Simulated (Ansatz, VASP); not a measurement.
## Sr in VASP and in Ansatz

Contents of INCAR:

```
SYSTEM = Sr
ALGO = Fast
EDIFF = 1E-6
ENCUT = 520
ISIF = 2
ISMEAR = -1
LASPH = .True.
LCHARG = .False.
LREAL = .False.
LWAVE = .False.
NBANDS = 11
NELM = 60
PREC = Accurate
SIGMA = 0.02
```

KPOINTS

```
k-points
0
Gamma
  8 8 8
  0 0 0
```

POSCAR

```
Sr
1.0
    0.0000000000      3.0012321217      3.0012321217
    3.0012321217      0.0000000000      3.0012321217
    3.0012321217      3.0012321217      0.0000000000
Sr
1
Direct
    0.0000000000      0.0000000000      0.0000000000
```

File input.yaml:

```yaml
crystal:
  lattice:
    - [0.0, 3.0012321217, 3.0012321217]
    - [3.0012321217, 0.0, 3.0012321217]
    - [3.0012321217, 3.0012321217, 0.0]
  atoms:
    - { symbol: Sr, position: [0.0, 0.0, 0.0] }
kpoints:
  mp_grid: { grid: [8, 8, 8] }
scf:
  occupations: { method: fermi_dirac, width: 0.02 }
hamiltonian:
  xc: lda
  pseudopotentials: { kind: all_electron, lapw: { basis_error: 0.001 } }
output:
  forces: true
  stress: true
  eigenvalues: true
```

Change from the starting cell: volume scaled by 0.96.

Alike in both runs: task single point; functional LDA; k mesh 8 × 8 × 8; occupations fermi-dirac, width 0.02 eV; no spin polarisation.

|  | VASP | Ansatz |
| --- | --- | --- |
| version | VASP 6.6.1 | Ansatz 0.2.0 |
| potentials or method | VASP PAW LDA potentials, release 64 (Sr_sv), cutoff 520 eV | all-electron LAPW, scalar-relativistic |

|  | VASP | Ansatz | Ansatz less VASP |
| --- | --- | --- | --- |
| gap on the k mesh at the Fermi level (eV) | none | none | - |
| pressure (GPa) | -1.3 | -1.3 | +0.01 |

LDA's correlation is that of Perdew and Zunger in VASP and of Perdew and Wang (1992) in Ansatz. A gap of «none» marks a metal or a gap that the smearing closes. Ansatz ran all-electron here, and VASP with PAW potentials.
